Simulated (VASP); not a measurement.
# Mo (Im-3m) in VASP: further runs

The runs below take Mo through single point, with PBEsol.

Program: VASP 6.6.1. These are calculated values, not measurements. Logs are shortened: lines on timing, memory, paths and dates and some standing lists are left out, and cuts for length are marked.

## Step 1: The cell of the first run

It takes space group Im-3m (No. 229, cubic). The conventional cell has a = 3.142 Å, b = 3.142 Å, c = 3.142 Å, α = 90.00°, β = 90.00°, γ = 90.00°. Mo (site symmetry m-3m) has 14 Mo at 2.72 to 3.14 Å within 3.6 Å.

## Step 2: Single point, PBEsol

INCAR

```
SYSTEM = Mo
  ALGO = Normal
  EDIFF = 1E-7
  ENCUT = 520
  GGA = PS
  ISIF = 2
  ISMEAR = 0
  LASPH = .TRUE.
  LCHARG = .FALSE.
  LREAL = .FALSE.
  LWAVE = .FALSE.
  NBANDS = 13
  NELM = 60
  PREC = Accurate
  SIGMA = 0.15
```

KPOINTS

```
k-points
0
G
  22 22 22
  0 0 0
```

POSCAR

```
Mo
1.0
   -1.5710000000      1.5710000000      1.5710000000
    1.5710000000     -1.5710000000      1.5710000000
    1.5710000000      1.5710000000     -1.5710000000
Mo
1
Direct
    0.0000000000      0.0000000000      0.0000000000
```

Potentials or basis: VASP PAW PBE potentials, release 64 (Mo_sv).

Launch:

```
$ cat potpaw_PBE.64/Mo_sv/POTCAR > POTCAR
$ mpirun -np 1 vasp_std > vasp.out
```

OUTCAR:

```text
SYSTEM = Mo
   EDIFF = 1E-7
   ENCUT = 520
   GGA = PS
   ISIF = 2
   ISMEAR = 0
   LASPH = .TRUE.
   LREAL = .FALSE.
   NELM = 60
   PREC = Accurate

 ion  position               nearest neighbor table
   1  0.000  0.000  0.000-

  LATTYP: Found a body centered cubic cell.
 ALAT       =     3.1420000000

  Lattice vectors:

 A1 = (  -1.5710000000,   1.5710000000,   1.5710000000)
 A2 = (   1.5710000000,  -1.5710000000,   1.5710000000)
 A3 = (   1.5710000000,   1.5710000000,  -1.5710000000)

Analysis of symmetry for initial positions (statically):
=====================================================================
 Subroutine PRICEL returns:
 Original cell was already a primitive cell.

 Routine SETGRP: Setting up the symmetry group for a
 body centered cubic supercell.

 Subroutine GETGRP returns: Found 48 space group operations
 (whereof 48 operations were pure point group operations)
 out of a pool of 48 trial point group operations.

The static configuration has the point symmetry O_h .

Analysis of symmetry for dynamics (positions and initial velocities):
=====================================================================
 Subroutine PRICEL returns:
 Original cell was already a primitive cell.

 Routine SETGRP: Setting up the symmetry group for a
 body centered cubic supercell.

 Subroutine GETGRP returns: Found 48 space group operations
 (whereof 48 operations were pure point group operations)
 out of a pool of 48 trial point group operations.

The dynamic configuration has the point symmetry O_h .

 Subroutine INISYM returns: Found 48 space group operations
 (whereof 48 operations are pure point group operations),
 and found     1 'primitive' translations

----------------------------------------------------------------------------------------

                                     Primitive cell

  volume of cell :      15.5092

  direct lattice vectors                    reciprocal lattice vectors
    -1.571000000  1.571000000  1.571000000     0.000000000  0.318268619  0.318268619
     1.571000000 -1.571000000  1.571000000     0.318268619  0.000000000  0.318268619
     1.571000000  1.571000000 -1.571000000     0.318268619  0.318268619  0.000000000

  length of vectors
     2.721051819  2.721051819  2.721051819     0.450099797  0.450099797  0.450099797

  position of ions in fractional coordinates (direct lattice)
     0.000000000  0.000000000  0.000000000

  ion indices of the primitive-cell ions
   primitive index   ion index
                 1           1

----------------------------------------------------------------------------------------

 KPOINTS: k-points

Automatic generation of k-mesh.
 Grid dimensions read from file:
 generate k-points for:   22   22   22

 Generating k-lattice:

  Cartesian coordinates                     Fractional coordinates (reciprocal lattice)
     0.000000000  0.014466755  0.014466755     0.045454545  0.000000000  0.000000000
     0.014466755  0.000000000  0.014466755     0.000000000  0.045454545  0.000000000
     0.014466755  0.014466755  0.000000000     0.000000000  0.000000000  0.045454545

  Length of vectors
     0.020459082  0.020459082  0.020459082

  Shift w.r.t. Gamma in fractional coordinates (k-lattice)
     0.000000000  0.000000000  0.000000000

 Subroutine IBZKPT returns following result:
 ===========================================

 Found    328 irreducible k-points:

 Following reciprocal coordinates:
            Coordinates               Weight
  0.000000  0.000000  0.000000      1.000000
  0.045455  0.000000  0.000000     12.000000
  0.090909  0.000000  0.000000     12.000000
  0.136364  0.000000  0.000000     12.000000
  0.181818  0.000000  0.000000     12.000000
  0.227273  0.000000  0.000000     12.000000
[... 16 lines left out ...]
  0.090909  0.090909  0.000000     24.000000
  0.136364  0.090909  0.000000     48.000000
 [... further k-points ...]
   k-points           NKPTS =    328   k-points in BZ     NKDIM =    328   number of bands    NBANDS=     13
   number of dos      NEDOS =    301   number of ions     NIONS =      1
   total plane-waves  NPLWV =   8000
   dimension x,y,z NGX =    20 NGY =   20 NGZ =   20
   dimension x,y,z NGXF=    40 NGYF=   40 NGZF=   40
   ions per type =               1
   NGX,Y,Z   is equivalent  to a cutoff of  12.22, 12.22, 12.22 a.u.
   NGXF,Y,Z  is equivalent  to a cutoff of  24.44, 24.44, 24.44 a.u.
 SYSTEM =  Mo
   PREC   = accura    normal or accurate (medium, high low for compatibility)
   ISTART =      0    job   : 0-new  1-cont  2-samecut
   ICHARG =      2    charge: 1-file 2-atom 10-const
   ISPIN  =      1    spin polarized calculation?
   LNONCOLLINEAR =      F non collinear calculations
   LSORBIT =      F    spin-orbit coupling
   LASPH  =      T    aspherical Exc in radial PAW
   ENCUT  =  520.0 eV  38.22 Ry    6.18 a.u.   5.06  5.06  5.06*2*pi/ulx,y,z
   NELM   =     60;   NELMIN=  2; NELMDL= -5     # of ELM steps
   EDIFF  = 0.1E-06   stopping-criterion for ELM
   LREAL  =      F    real-space projection
   EDIFFG = 0.1E-05   stopping-criterion for IOM
   NSW    =      0    number of steps for IOM
   IBRION =     -1    ionic relax: 0-MD 1-quasi-New 2-CG
   NFREE  =      0    steps in history (QN), initial steepest desc. (CG)
   ISIF   =      2    stress and relaxation
   ISYM   =      2    0-nonsym 1-usesym 2-fastsym
   POTIM  = 0.5000    time-step for ionic-motion
   TEBEG  =    0.0;   TEEND  =   0.0 temperature during run
   PSTRESS=    0.0 pullay stress
   NELECT =      14.0000    total number of electrons
   NUPDOWN=      -1.0000    fix difference up-down
   EMIN   =  10.00;   EMAX   =-10.00  energy-range for DOS
   EFERMI =   0.00;   METHOD = LEGACY
   ISMEAR =     0;   SIGMA  =   0.15  broadening in eV -4-tet -1-fermi 0-gaus
   EFERMI_NEDOS =   21; number of points for ismear=-14 and -15
   IALGO  =     38    algorithm
   IMIX   =      4    mixing-type and parameters
     AMIX     =   0.40;   BMIX     =  1.00
     AMIX_MAG =   1.60;   BMIX_MAG =  1.00
  volume/ion in A,a.u.               =      15.51       104.66
  Fermi-wavevector in a.u.,A,eV,Ry     =   1.582176  2.989878 34.059184  2.503279
  Thomas-Fermi vector in A             =   2.682139
   LORBIT       =      0    0 simple, 1 ext, 2 COOP (PROOUT), +10 PAW based schemes
   GGA     = PS    functional components
   LHFCALC =     F    Hartree Fock is set to
   AEXX    =    0.0000 exact exchange contribution
   IVDW    =     0    specifies the selected vdW correction
   LEPSILON=     F    determine dielectric tensor
   LRPA    =     F    only Hartree local field effects (RPA)
 non-spin polarized calculation
 Gauss-broadening in eV      SIGMA  =   0.15
  energy-cutoff  :      520.00
  volume of cell :       15.51
 maximum number of plane-waves:       430
   NGX = 11   NGY = 11   NGZ = 11

 number of electron      14.0000000 magnetization

 Free energy of the ion-electron system (eV)
  ---------------------------------------------------
  ext. energy  EPLUGINS =         0.00000000
  ---------------------------------------------------
  free energy    TOTEN  =       -11.77935199 eV

  energy without entropy =      -11.77181757  energy(sigma->0) =      -11.77558478

 E-fermi :  12.5740     XC(G=0): -13.5729

 val. band max:       12.5671205840   @ k =  -0.3182   0.3182   0.1818
 cond. band min:      12.5767614899   @ k =  -0.1364   0.1818   0.0909
 fundamental gap:      0.0096409059
 Fermi energy:        12.5739958794

 k-point     1 :       0.0000    0.0000    0.0000
  band No.  band energies     occupation
      1     -48.6012      2.00000
      2     -21.8699      2.00000
      3     -21.8699      2.00000
      4     -21.8699      2.00000
      5       5.2803      2.00000
      6      11.2111      2.00000
      7      11.2111      2.00000
      8      11.2111      2.00000
      9      14.2543      0.00000
     10      14.2543      0.00000
     11      27.4115      0.00000
     12      27.4115      0.00000
     13      27.4115      0.00000

 k-point     2 :       0.0455    0.0000    0.0000
  band No.  band energies     occupation
      1     -48.5957      2.00000
      2     -21.9014      2.00000
      3     -21.8796      2.00000
      4     -21.8702      2.00000
      5       5.3736      2.00000
      6      11.1579      2.00000
      7      11.2030      2.00000
      8      11.2984      2.00000
      9      14.1731      0.00000
     10      14.2554      0.00000
     11      27.4836      0.00000
     12      27.5686      0.00000
     13      27.6024      0.00000

 k-point     3 :       0.0909    0.0000    0.0000
  band No.  band energies     occupation
      1     -48.5798      2.00000
      2     -21.9927      2.00000
      3     -21.9077      2.00000
      4     -21.8709      2.00000
      5       5.6446      2.00000
      6      11.0064      2.00000
      7      11.1699      2.00000
      8      11.5578      2.00000
      9      13.9744      0.00000
     10      14.2613      0.00000
     11      27.6726      0.00000
     12      28.0305      0.00000
     13      28.1109      0.00000
[... 305 lines left out ...]
 k-point    23 :       0.0909    0.0909    0.0000
  band No.  band energies     occupation
      1     -48.5402      2.00000
      2     -22.2138      2.00000
      3     -21.9501      2.00000
      4     -21.9005      2.00000
      5       6.3063      2.00000
      6      10.7563      2.00000
      7      10.8780      2.00000
      8      12.3070      1.98816
      9      13.5942      0.00000
     10      14.3738      0.00000
     11      28.1685      0.00000
     12      28.8687      0.00000
     13      29.0956      0.00000

 k-point    24 :       0.1364    0.0909    0.0000
  band No.  band energies     occupation
      1     -48.5089      2.00000
      2     -22.3779      2.00000
      3     -22.0032      2.00000
      4     -21.9102      2.00000
      5       6.8050      2.00000
      6      10.5147      2.00000
      7      10.7144      2.00000
      8      12.9274      0.00086
      9      13.4571      0.00000
     10      14.4737      0.00000
     11      28.3625      0.00000
     12      29.1195      0.00000
     13      29.7324      0.00000

 [... further k-points ...]
[... 5 lines left out ...]
  --------------------------------------------------------------------------------------
  -------------------------------------------------------------------------------------
  Total       -0.2633101     -0.2633101     -0.2633101     -0.0000000      0.0000000     -0.0000000
  in kB      -27.2012896    -27.2012896    -27.2012896     -0.0000000      0.0000000     -0.0000000
  external PRESSURE =     -27.2012896 kB  Pullay stress =       0.0000000 kB

 VOLUME and BASIS-vectors are now :
 -----------------------------------------------------------------------------
  energy-cutoff  :      520.00
  volume of cell :       15.51
      direct lattice vectors                 reciprocal lattice vectors
    -1.571000000  1.571000000  1.571000000     0.000000000  0.318268619  0.318268619
     1.571000000 -1.571000000  1.571000000     0.318268619  0.000000000  0.318268619
     1.571000000  1.571000000 -1.571000000     0.318268619  0.318268619  0.000000000

 POSITION                                       TOTAL-FORCE (eV/Angst)
 -----------------------------------------------------------------------------------
      0.00000      0.00000      0.00000        -0.000000     -0.000000      0.000000
 -----------------------------------------------------------------------------------
    total drift:                                0.000000      0.000000      0.000000

  FREE ENERGIE OF THE ION-ELECTRON SYSTEM (eV)
  ---------------------------------------------------
  free  energy   TOTEN  =       -11.7793519892 eV

  energy  without entropy=      -11.7718175701  energy(sigma->0) =      -11.77558478
```

Wall time 35 s (1 thread of Intel Xeon 8259CL, shared host); peak memory 0.17 GiB.

Results:

* Free energy: -11.7794 eV
* Pressure: -2.7 GPa
* Band gap on the k mesh: zero (band 7 reaches 16.65 eV, above the bottom of band 8 at 11.21 eV)

Caveat: the PAW data sets were made with another functional, which shifts forces and pressure a little.

(Continued in part 2 of 2.)
